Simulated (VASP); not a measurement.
Input of a VASP 6.6.1 run:

File INCAR:

```
PREC     = Accurate       # precision mode
ENCUT    = 400            # plane-wave cutoff, eV
EDIFF    = 1E-8           # SCF threshold, eV
ISMEAR   = -1             # smearing method
SIGMA    = 0.03           # smearing width, eV
LREAL    = False          # projectors in reciprocal space
LASPH    = True           # aspherical terms in the spheres
NELM     = 120            # most SCF steps
ALGO     = Normal         # electronic algorithm
ISIF     = 2              # what is computed and relaxed
LWAVE    = False          # write WAVECAR
LCHARG   = False          # write CHGCAR
LEFG     = True         
NBANDS   = 26             # bands
GGA_COMPAT= False
```

File KPOINTS:

```
Automatic mesh
0
Gamma
  14 14 8
```

File POSCAR:

```
Au
1.0
    2.9381606606      0.0000000000      0.0000000000
   -1.4690803303      2.5445217725      0.0000000000
    0.0000000000      0.0000000000      4.9442178906
Au
2
Direct
    0.3333333333      0.6666666667      0.7500000000
    0.6666666667      0.3333333333      0.2500000000
```

Potentials or basis: VASP PAW LDA potentials, release 64 (Au_sv_GW).

The run is started by

```sh
$ cat potpaw_LDA.64/Au_sv_GW/POTCAR > POTCAR
$ mpirun -np 1 vasp_std > vasp.out
```

**Question.** Estimate the band gap on the k mesh.

**Answer.** Zero (bands 19 and 20 overlap by 6.11 eV).

**Question.** Predict the pressure.

**Answer.** -18.3 GPa.

Stress tensor (GPa, compression positive):
```
-18.45   0.00   0.00
  0.00 -18.45   0.00
  0.00   0.00 -18.06
```

Caveat: the cell stands under tension; without QUAD_EFG the Cq values of the log hold for a quadrupole moment of 1 mb, not for the nuclei; spin-orbit coupling is left out, which moves the levels of the heavy elements.
